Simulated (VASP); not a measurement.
# CdS (P6_3/mmc) in VASP: a series of runs

The runs below take CdS through single point, with r2SCAN, PBE.

All numbers are computed with VASP 6.6.1; they aren't measurements. Logs are shortened: lines on timing, memory, paths and dates and some standing lists are left out, and cuts for length are marked.

### Step 1. The cell of the first run

It takes space group P6_3/mmc (No. 194, hexagonal). Conventional cell: a = 3.841 Å, b = 3.841 Å, c = 6.445 Å, α = 90.00°, β = 90.00°, γ = 120.00°. Within 3.6 Å of Cd (site symmetry -3m) lie 6 S at 2.74 Å and 2 Cd at 3.22 Å. Within 3.6 Å of S (site symmetry -6m2) lie 6 Cd at 2.74 Å.

### Step 2. Single point, r2SCAN

Contents of POSCAR:

```
CdS
1.0
    3.8410415901      0.0000000000      0.0000000000
   -1.9205207951      3.3264395940      0.0000000000
    0.0000000000      0.0000000000      6.4452706107
Cd S
2 2
Direct
    0.0000000000      0.0000000000      0.0000000000
    0.0000000000      0.0000000000      0.5000000000
    0.3333333333      0.6666666667      0.2500000000
    0.6666666667      0.3333333333      0.7500000000
```

Contents of INCAR.step1:

```
PREC = Accurate
ENCUT = 520
ISMEAR = -1
SIGMA = 0.02
LREAL = F
LASPH = T
NELM = 60
NBANDS = 26
GGA = PE
ALGO = Normal
EDIFF = 1E-4
LWAVE = T
LCHARG = F
```

Contents of INCAR.step2:

```
PREC = Accurate
ENCUT = 520
EDIFF = 1E-6
ISMEAR = -1
SIGMA = 0.02
LREAL = F
LASPH = T
NELM = 60
ALGO = Normal
ISIF = 2
LWAVE = F
LCHARG = F
METAGGA = R2SCAN
LMIXTAU = T
NBANDS = 26
ISTART = 1
```

Contents of KPOINTS:

```
Automatic mesh
0
Gamma
  12 12 4
```

Potentials or basis: VASP PAW PBE potentials, release 64 (Cd, S).

Started as:

```
> cat potpaw_PBE.64/Cd/POTCAR potpaw_PBE.64/S/POTCAR > POTCAR
> cp INCAR.step1 INCAR
> mpirun -np 1 vasp_std > vasp.out
> cp INCAR.step2 INCAR
> mpirun -np 1 vasp_std > vasp.out
```

OUTCAR:

```text
PREC = Accurate
   ENCUT = 520
   EDIFF = 1E-6
   ISMEAR = -1
   LREAL = F
   LASPH = T
   NELM = 60
   ISIF = 2
   METAGGA = R2SCAN
   ISTART = 1

 ion  position               nearest neighbor table
   1  0.000  0.000  0.000-   3 2.74   4 2.74   4 2.74   3 2.74   4 2.74   3 2.74   2 3.22   2 3.22

   2  0.000  0.000  0.500-   3 2.74   4 2.74   4 2.74   3 2.74   4 2.74   3 2.74   1 3.22   1 3.22

   3  0.333  0.667  0.250-   1 2.74   2 2.74   1 2.74   2 2.74   1 2.74   2 2.74
   4  0.667  0.333  0.750-   1 2.74   2 2.74   1 2.74   2 2.74   1 2.74   2 2.74

  LATTYP: Found a hexagonal cell.
 ALAT       =     3.8410415901
 C/A-ratio  =     1.6780007348

  Lattice vectors:

 A1 = (   3.8410415901,   0.0000000000,   0.0000000000)
 A2 = (  -1.9205207951,   3.3264395940,   0.0000000000)
 A3 = (   0.0000000000,   0.0000000000,   6.4452706107)

Analysis of symmetry for initial positions (statically):
=====================================================================
 Subroutine PRICEL returns:
 Original cell was already a primitive cell.

 Routine SETGRP: Setting up the symmetry group for a
 hexagonal supercell.

 Subroutine GETGRP returns: Found 24 space group operations
 (whereof 12 operations were pure point group operations)
 out of a pool of 24 trial point group operations.

The static configuration has the point symmetry D_3d.
 The point group associated with its full space group is D_6h.

Analysis of symmetry for dynamics (positions and initial velocities):
=====================================================================
 Subroutine PRICEL returns:
 Original cell was already a primitive cell.

 Routine SETGRP: Setting up the symmetry group for a
 hexagonal supercell.

 Subroutine GETGRP returns: Found 24 space group operations
 (whereof 12 operations were pure point group operations)
 out of a pool of 24 trial point group operations.

The dynamic configuration has the point symmetry D_3d.
 The point group associated with its full space group is D_6h.

 Subroutine INISYM returns: Found 24 space group operations
 (whereof 12 operations are pure point group operations),
 and found     1 'primitive' translations

----------------------------------------------------------------------------------------

                                     Primitive cell

  volume of cell :      82.3512

  direct lattice vectors                    reciprocal lattice vectors
     3.841041590  0.000000000  0.000000000     0.260346048  0.150310861  0.000000000
    -1.920520795  3.326439594  0.000000000     0.000000000  0.300621722  0.000000000
     0.000000000  0.000000000  6.445270611     0.000000000  0.000000000  0.155152524

  length of vectors
     3.841041590  3.841041590  6.445270611     0.300621722  0.300621722  0.155152524

  position of ions in fractional coordinates (direct lattice)
     0.000000000  0.000000000  0.000000000
     0.000000000  0.000000000  0.500000000
     0.333333333  0.666666667  0.250000000
     0.666666667  0.333333333  0.750000000

  ion indices of the primitive-cell ions
   primitive index   ion index
                 1           1
                 2           2
                 3           3
                 4           4

----------------------------------------------------------------------------------------

 KPOINTS: Automatic mesh

Automatic generation of k-mesh.
 Grid dimensions read from file:
 generate k-points for:   12   12    4

 Generating k-lattice:

  Cartesian coordinates                     Fractional coordinates (reciprocal lattice)
     0.021695504  0.012525905  0.000000000     0.083333333  0.000000000  0.000000000
     0.000000000  0.025051810  0.000000000     0.000000000  0.083333333  0.000000000
     0.000000000  0.000000000  0.038788131     0.000000000  0.000000000  0.250000000

  Length of vectors
     0.025051810  0.025051810  0.038788131

  Shift w.r.t. Gamma in fractional coordinates (k-lattice)
     0.000000000  0.000000000  0.000000000

 Subroutine IBZKPT returns following result:
 ===========================================

 Found     57 irreducible k-points:

 Following reciprocal coordinates:
            Coordinates               Weight
  0.000000  0.000000  0.000000      1.000000
  0.083333  0.000000  0.000000      6.000000
  0.166667 -0.000000  0.000000      6.000000
  0.250000  0.000000  0.000000      6.000000
  0.333333  0.000000  0.000000      6.000000
  0.416667 -0.000000  0.000000      6.000000
[... 16 lines left out ...]
  0.250000  0.000000  0.250000     12.000000
  0.333333  0.000000  0.250000     12.000000
 [... further k-points ...]
   k-points           NKPTS =     57   k-points in BZ     NKDIM =     57   number of bands    NBANDS=     26
   number of dos      NEDOS =    301   number of ions     NIONS =      4
   total plane-waves  NPLWV =  43200
   dimension x,y,z NGX =    30 NGY =   30 NGZ =   48
   dimension x,y,z NGXF=    60 NGYF=   60 NGZF=   96
   ions per type =               2   2
   NGX,Y,Z   is equivalent  to a cutoff of  12.98, 12.98, 12.38 a.u.
   NGXF,Y,Z  is equivalent  to a cutoff of  25.97, 25.97, 24.76 a.u.
 SYSTEM =  unknown system
   PREC   = accura    normal or accurate (medium, high low for compatibility)
   ISTART =      1    job   : 0-new  1-cont  2-samecut
   ICHARG =      0    charge: 1-file 2-atom 10-const
   ISPIN  =      1    spin polarized calculation?
   LNONCOLLINEAR =      F non collinear calculations
   LSORBIT =      F    spin-orbit coupling
   LASPH  =      T    aspherical Exc in radial PAW
   ENCUT  =  520.0 eV  38.22 Ry    6.18 a.u.   7.14  7.14 11.98*2*pi/ulx,y,z
   NELM   =     60;   NELMIN=  2; NELMDL=  0     # of ELM steps
   EDIFF  = 0.1E-05   stopping-criterion for ELM
   LREAL  =      F    real-space projection
   EDIFFG = 0.1E-04   stopping-criterion for IOM
   NSW    =      0    number of steps for IOM
   IBRION =     -1    ionic relax: 0-MD 1-quasi-New 2-CG
   NFREE  =      0    steps in history (QN), initial steepest desc. (CG)
   ISIF   =      2    stress and relaxation
   ISYM   =      2    0-nonsym 1-usesym 2-fastsym
   POTIM  = 0.5000    time-step for ionic-motion
   TEBEG  =    0.0;   TEEND  =   0.0 temperature during run
   PSTRESS=    0.0 pullay stress
   NELECT =      36.0000    total number of electrons
   NUPDOWN=      -1.0000    fix difference up-down
   EMIN   =  10.00;   EMAX   =-10.00  energy-range for DOS
   EFERMI =   0.00;   METHOD = LEGACY
   ISMEAR =    -1;   SIGMA  =   0.02  broadening in eV -4-tet -1-fermi 0-gaus
   EFERMI_NEDOS =   21; number of points for ismear=-14 and -15
   IALGO  =     38    algorithm
   IMIX   =      4    mixing-type and parameters
     AMIX     =   0.40;   BMIX     =  1.00
     AMIX_MAG =   1.60;   BMIX_MAG =  1.00
  volume/ion in A,a.u.               =      20.59       138.93
  Fermi-wavevector in a.u.,A,eV,Ry     =   1.242469  2.347927 21.003727  1.543730
  Thomas-Fermi vector in A             =   2.376823
   LORBIT       =      0    0 simple, 1 ext, 2 COOP (PROOUT), +10 PAW based schemes
   METAGGA = R2SCAN    functional components
   LHFCALC =     F    Hartree Fock is set to
   AEXX    =    0.0000 exact exchange contribution
   IVDW    =     0    specifies the selected vdW correction
   LEPSILON=     F    determine dielectric tensor
   LRPA    =     F    only Hartree local field effects (RPA)
 non-spin polarized calculation
  energy-cutoff  :      520.00
  volume of cell :       82.35
 maximum number of plane-waves:      2231
 NGX is ok and might be reduce to    30
   NGX = 15   NGY = 15   NGZ = 23

 number of electron      36.0000009 magnetization

 Free energy of the ion-electron system (eV)
  ---------------------------------------------------
  ext. energy  EPLUGINS =         0.00000000
  ---------------------------------------------------
  free energy    TOTEN  =       -58.85336640 eV

  energy without entropy =      -58.85336640  energy(sigma->0) =      -58.85336640

 E-fermi :   3.1152     XC(G=0): -10.9023

 val. band max:        2.6555667687   @ k =   0.0000   0.0000   0.0000
 cond. band min:       3.8980796522   @ k =   0.0000   0.0000   0.0000
 fundamental gap:      1.2425128835
 Fermi energy:         3.1152405636

 k-point     1 :       0.0000    0.0000    0.0000
  band No.  band energies     occupation
      1     -10.6538      2.00000
      2      -9.5756      2.00000
      3      -5.6731      2.00000
      4      -5.6380      2.00000
      5      -5.6380      2.00000
      6      -5.3050      2.00000
[... 18 lines left out ...]
     25      12.4619      0.00000
     26      12.4619      0.00000

 k-point     2 :       0.0833    0.0000    0.0000
  band No.  band energies     occupation
      1     -10.5985      2.00000
      2      -9.5807      2.00000
      3      -5.6695      2.00000
      4      -5.6334      2.00000
      5      -5.5781      2.00000
      6      -5.2979      2.00000
[... 18 lines left out ...]
     25      12.0965      0.00000
     26      12.2417      0.00000

 k-point     3 :       0.1667   -0.0000    0.0000
  band No.  band energies     occupation
      1     -10.4410      2.00000
      2      -9.5936      2.00000
      3      -5.6622      2.00000
      4      -5.6268      2.00000
      5      -5.4085      2.00000
      6      -5.3526      2.00000
[... 18 lines left out ...]
     25      11.1817      0.00000
     26      11.6374      0.00000

 k-point     4 :       0.2500    0.0000    0.0000
  band No.  band energies     occupation
      1     -10.2093      2.00000
      2      -9.6062      2.00000
      3      -5.6589      2.00000
      4      -5.6306      2.00000
      5      -5.4312      2.00000
      6      -5.3776      2.00000
[... 18 lines left out ...]
     25      11.0469      0.00000
     26      11.8690      0.00000
[... 496 lines left out ...]
      1     -10.3319      2.00000
      2      -9.7355      2.00000
      3      -5.5783      2.00000
      4      -5.5639      2.00000
      5      -5.4550      2.00000
      6      -5.3827      2.00000
[... 18 lines left out ...]
     25      11.1066      0.00000
     26      11.4249      0.00000

 k-point    23 :       0.2500    0.0000    0.2500
  band No.  band energies     occupation
      1     -10.1253      2.00000
      2      -9.6987      2.00000
      3      -5.5705      2.00000
      4      -5.5639      2.00000
      5      -5.4543      2.00000
      6      -5.3553      2.00000
[... 18 lines left out ...]
     25      11.2000      0.00000
     26      11.7410      0.00000

 k-point    24 :       0.3333    0.0000    0.2500
  band No.  band energies     occupation
      1      -9.9087      2.00000
      2      -9.6525      2.00000
      3      -5.5806      2.00000
      4      -5.5750      2.00000
      5      -5.4868      2.00000
      6      -5.3832      2.00000
[... 18 lines left out ...]
     25      11.5482      0.00000
     26      12.5920      0.00000

 [... further k-points ...]

------------------------ aborting loop because EDIFF is reached ----------------------------------------

  FORCE on cell =-STRESS in cart. coord.  units (eV):
  Direction    XX          YY          ZZ          XY          YZ          ZX
  --------------------------------------------------------------------------------------
  -------------------------------------------------------------------------------------
  Total        0.2237894      0.2237894      0.2509225     -0.0000000      0.0000000      0.0000000
  in kB        4.3539190      4.3539190      4.8818051     -0.0000000      0.0000000      0.0000000
  external PRESSURE =       4.5298810 kB  Pullay stress =       0.0000000 kB

 VOLUME and BASIS-vectors are now :
 -----------------------------------------------------------------------------
  energy-cutoff  :      520.00
  volume of cell :       82.35
      direct lattice vectors                 reciprocal lattice vectors
     3.841041590  0.000000000  0.000000000     0.260346048  0.150310861  0.000000000
    -1.920520795  3.326439594  0.000000000     0.000000000  0.300621722  0.000000000
     0.000000000  0.000000000  6.445270611     0.000000000  0.000000000  0.155152524

 POSITION                                       TOTAL-FORCE (eV/Angst)
 -----------------------------------------------------------------------------------
      0.00000      0.00000      0.00000         0.000000      0.000000      0.000000
      0.00000      0.00000      3.22264         0.000000      0.000000      0.000000
     -0.00000      2.21763      1.61132         0.000000     -0.000000      0.000000
      1.92052      1.10881      4.83395        -0.000000      0.000000     -0.000000
 -----------------------------------------------------------------------------------
    total drift:                               -0.000000      0.000000     -0.000000

  FREE ENERGIE OF THE ION-ELECTRON SYSTEM (eV)
  ---------------------------------------------------
  free  energy   TOTEN  =       -58.8533663952 eV

  energy  without entropy=      -58.8533663952  energy(sigma->0) =      -58.85336640
```

Run time: 7.9 min. Hardware: 1 thread of Intel Xeon 8259CL, shared host; peak memory 0.27 GiB.

Results:

| Item | Value |
| --- | --- |
| Free energy | -58.8534 eV |
| Pressure | 0.5 GPa |
| Band gap on the k mesh | 1.24 eV |

Caveat: the PAW data sets were made with another functional, which shifts forces and pressure a little. A k mesh can miss the band edges.

### Step 3. Single point, r2SCAN

POSCAR is that of step 2.

Contents of INCAR.step1:

```
SYSTEM = CdS
PREC = Accurate ; ENCUT = 520
ISMEAR = 0 ; SIGMA = 0.01
LREAL = .FALSE. ; LASPH = .TRUE.
NELM = 100 ; NBANDS = 26
GGA = PE ; ALGO = Normal
EDIFF = 1E-4 ; LWAVE = .TRUE.
LCHARG = .FALSE.
```

Contents of INCAR.step2:

```
SYSTEM = CdS
PREC = Accurate ; ENCUT = 520
EDIFF = 1E-6 ; ISMEAR = 0
SIGMA = 0.01 ; LREAL = .FALSE.
LASPH = .TRUE. ; NELM = 100
ALGO = Normal ; ISIF = 2
LWAVE = .FALSE. ; LCHARG = .FALSE.
METAGGA = R2SCAN ; LMIXTAU = .TRUE.
NBANDS = 26 ; ISTART = 1
```

Contents of KPOINTS:

```
Automatic mesh
0
G
  12 12 4
  0 0 0
```

Potentials or basis: VASP PAW PBE potentials, release 64 (Cd, S).

Started as:

```
> cat potpaw_PBE.64/Cd/POTCAR potpaw_PBE.64/S/POTCAR > POTCAR
> cp INCAR.step1 INCAR
> mpirun -np 1 vasp_std > vasp.out
> cp INCAR.step2 INCAR
> mpirun -np 1 vasp_std > vasp.out
```

Wall time 8.1 min (1 thread of Intel Xeon 8259CL, shared host); peak memory 0.27 GiB.

It converged, with:

* Free energy: -58.8534 eV
* Pressure: 0.5 GPa
* Band gap on the k mesh: 1.24 eV

Levels at points of the mesh, in eV from the valence-band top:
| k point | band 16 | band 17 | band 18 | band 19 | band 20 | band 21 |
| --- | --- | --- | --- | --- | --- | --- |
| (0.00, 0.00, 0.00) | -0.77 | 0.00 | 0.00 | 1.24 | 4.02 | 7.31 |
| (0.50, 0.00, 0.00) | -2.11 | -1.43 | -0.05 | 2.94 | 4.21 | 4.36 |
| (0.00, 0.00, 0.50) | -0.36 | -0.36 | -0.36 | 3.64 | 3.64 | 7.34 |
| (0.50, 0.00, 0.50) | -1.34 | -1.19 | -1.19 | 2.56 | 2.56 | 6.36 |

Caveat: the PAW data sets were made with another functional, which shifts forces and pressure a little. A k mesh can miss the band edges.

### Step 4. Single point, PBE, non-collinear spin, zero start, spin-orbit coupling

Contents of INCAR:

```
SYSTEM = CdS
ALGO = Normal
EDIFF = 1E-6
ENCUT = 520
GGA = PE
GGA_COMPAT = .FALSE.
ISIF = 2
ISMEAR = -1
LASPH = .TRUE.
LCHARG = .FALSE.
LORBIT = 11
LORBMOM = .TRUE.
LREAL = .FALSE.
LSORBIT = .TRUE.
LWAVE = .FALSE.
MAGMOM = 0 0 0 0 0 0 0 0 0 0 0 0
NBANDS = 50
NELM = 150
PREC = Accurate
SIGMA = 0.02
```

Contents of KPOINTS:

```
k-points
0
G
  12 12 4
  0 0 0
```

POSCAR is that of step 3.

Started as:

```
> cat potpaw_PBE.64/Cd/POTCAR potpaw_PBE.64/S/POTCAR > POTCAR
> mpirun -np 1 vasp_ncl > vasp.out
```

Wall time 8.6 min (1 thread of Oxide Virtual Turin-like, shared host); peak memory 0.53 GiB.

Results (log left out):

| Item | Value |
| --- | --- |
| Free energy | -11.6293 eV |
| Pressure | 2.1 GPa |
| Net moment | 0.00 μB per cell |
| Valence electrons inside the program's atomic spheres | Cd 10.22; S 3.71 |

Stress tensor (GPa, compression positive):
```
2.17 0.00 0.00
0.00 2.17 0.00
0.00 0.00 2.05
```

Moments on the atoms (μB; x, y, z):
```
Cd  0.00 0.00 0.00
Cd  0.00 0.00 0.00
S   0.00 0.00 0.00
S   0.00 0.00 0.00
```

### Step 5. Overview

```tsv
level	spin	smearing	gap on the mesh (eV)	pressure (GPa)
r2SCAN	off	fermi-dirac 0.02 eV	1.24	0.5
r2SCAN	off	gaussian 0.01 eV	1.24	0.5
PBE	non-collinear, zero start, SOC	fermi-dirac 0.02 eV	-	2.1
```

Alike in all rows: task single point; potentials or basis VASP PAW PBE potentials, release 64 (Cd, S); cell as given; k mesh 12 × 12 × 4; cutoff (eV) 520.

The pressure there spans 0.5 GPa (r2SCAN) to 2.1 GPa (PBE); a positive pressure means that this level wants a larger cell, a negative one a smaller.

Caveats: the PAW data sets were made with another functional, which shifts forces and pressure a little (at least some runs).

Absolute energies hang on the potentials; compare differences alone.
